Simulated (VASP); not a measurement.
The system is Cu.

```
CELL_PARAMETERS angstrom
1.21846 -3.97638 0.00000
1.21846 3.97638 0.00000
0.00000 0.00000 2.47550
ATOMIC_POSITIONS crystal
Cu 0.86613 0.13387 0.75000
Cu 0.13387 0.86613 0.25000
```

Base run:

* Program: VASP 6.6.1
* Functional: PBE
* Potentials or basis: VASP PAW PBE potentials, release 64 (Cu)
* Cutoff: 520 eV
* k mesh: 11 × 11 × 11
* Occupations: fermi-dirac, width 0.05 eV
* Spin: no spin polarisation
* Hubbard terms: Cu d U = 5.0 eV

Its results: band gap on the k mesh zero (bands 11 and 12 overlap by 6.84 eV); pressure 4.2 GPa; largest force 0.023 eV/Å.

Question: The run is repeated on the same cell with these changes: hubbard terms from Cu d U = 5.0 eV to Cu d U = 3.0 eV. What comes out?

Answer: Band gap on the k mesh zero (bands 11 and 12 overlap by 6.30 eV); pressure 5.2 GPa; largest force 0.033 eV/Å.

Caveats: the cell stands under pressure; U without spin polarisation on a metal has little footing; the U is typed as a test and isn't derived for this compound.
